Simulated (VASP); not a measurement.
## MnS: single point with PBEsol+D4

MnS:

```
Mn S
1.0
     0.00000    2.43567    2.43567
     2.43567    0.00000    2.43567
     2.43567    2.43567    0.00000
Mn S
1 1
Direct
  0.00000 0.00000 0.00000
  0.50000 0.50000 0.50000
```

```json
{
 "Program": "VASP 6.6.1",
 "Task": "single point",
 "Functional": "PBEsol",
 "Dispersion": "D4",
 "Potentials or basis": "VASP PAW PBE potentials, release 64 (Mn_pv, S)",
 "Cutoff": "520 eV",
 "k mesh": "9 × 9 × 9",
 "Occupations": "fermi-dirac, width 0.05 eV",
 "Spin": "collinear spin, ferromagnetic start",
 "Starting moments": "[4.0, 0.0] μB",
 "Dipole correction": "no",
 "Further INCAR settings": "ALGO = Normal; EDIFF = 1e-06; NBANDS = 20"
}
```

| Quantity | Value |
| --- | --- |
| Pressure | 0.2 GPa |
| Net moment | 3.94 μB per cell |
| Site moments | Mn +3.65; S +0.05 μB |
| Valence electrons inside the program's atomic spheres | Mn 11.56; S 3.73 |
| Dispersion energy per atom | -0.277 eV |

Levels at points of the mesh, in eV from the Fermi level:
Spin up:
```
           k point  band 8  band 9  band 10  band 11  band 12  band 13  band 14  band 15  band 16  band 17
(0.00, 0.00, 0.00)   -3.23   -3.23    -2.03    -2.03    -2.03     3.47     9.17     9.17     9.17    10.77
```
Spin down:
| k point | band 6 | band 7 | band 8 | band 9 | band 10 | band 11 |
| --- | --- | --- | --- | --- | --- | --- |
| (0.00, 0.00, 0.00) | -1.82 | -1.82 | -0.39 | -0.39 | -0.39 | -0.25 |

Wall time 110 s on 1 thread of Intel(R) Xeon(R) Platinum 8375C CPU @ 2.90GHz (Ice Lake) (shared host), peak memory 0.19 GiB.

Caveat: the PAW data sets were made with another functional, which shifts forces and pressure a little; a cell with one magnetic atom can't hold antiferromagnetic order, which such compounds often take; semilocal functionals often make such compounds metallic where correlation or magnetic order opens a gap, which also shifts bond lengths; pairwise dispersion overbinds metals, which lowers pressure and volume. With open d or f shells a metallic result of PBEsol can be an artefact of self-interaction; +U or a hybrid may open a gap.
